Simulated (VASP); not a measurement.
**SnTe (CsCl type): single point with PBE**

Crystal: SnTe (CsCl type).

```
Sn Te
1.0
     3.88862    0.00000    0.00000
     0.00000    3.88862    0.00000
     0.00000    0.00000    3.88862
Sn Te
1 1
Cartesian
  0.0000 0.0000 0.0000
  1.9443 1.9443 1.9443
```

```
Program             : VASP 6.6.1
Task                : single point
Functional          : PBE
Potentials or basis : VASP PAW PBE potentials, release 64 (Sn_d, Te)
Cutoff              : 520 eV
k mesh              : 13 × 13 × 13
Occupations         : fermi-dirac, width 0.05 eV
Spin                : no spin polarisation
```

```json
{"Pressure": "-0.1 GPa", "Band gap on the k mesh": "zero (band 10 reaches 7.57 eV, above the bottom of band 11 at 5.99 eV)"}
```

Levels at points of the mesh, in eV from the Fermi level:
| k point | band 8 | band 9 | band 10 | band 11 | band 12 | band 13 |
| --- | --- | --- | --- | --- | --- | --- |
| (0.00, 0.00, 0.00) | -1.74 | -1.74 | -1.74 | 3.57 | 3.57 | 5.44 |

Run time: 41 s on 1 thread of AMD EPYC 7R13 Processor (Zen 3), with other jobs on the host, peak memory 0.2 GiB.

Caveat: spin-orbit coupling is left out, which moves the levels of the heavy elements.
